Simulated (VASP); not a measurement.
Runs of VASP 6.6.1 on Al. The structure is that of space group Im-3m (No. 229), or close to it. The cells are those of the table. 

| task | cell | cutoff (eV) | gap on the mesh (eV) | pressure (GPa) |
| --- | --- | --- | --- | --- |
| relaxation of cell and atoms | relaxed to 110 GPa from a = 2.359 Å, angles 109.5°, 1 atom | 600 | none | 110.0 |
| relaxation of cell and atoms | relaxed to 110 GPa from a = 2.351 Å, angles 109.5°, 1 atom | 600 | none | 110.0 |
| single point | a = 2.350 Å, angles 109.5°, 1 atom | 520 | none | 110.7 |
| single point | a = 2.351 Å, angles 109.5°, 1 atom | 520 | none | (a) |

Alike in all rows: level PBE; potentials or basis VASP PAW PBE potentials, release 64 (Al); no spin polarisation; k mesh 20 × 20 × 20; smearing fermi-dirac 0.05 eV.

Problem. Estimate the missing entries.

Solution. (a) 110.2.

Caveats: the cell is relaxed towards a set pressure, so the enthalpy falls and the energy may rise (some runs).

A gap of «none» marks levels without a gap at the run's occupations.
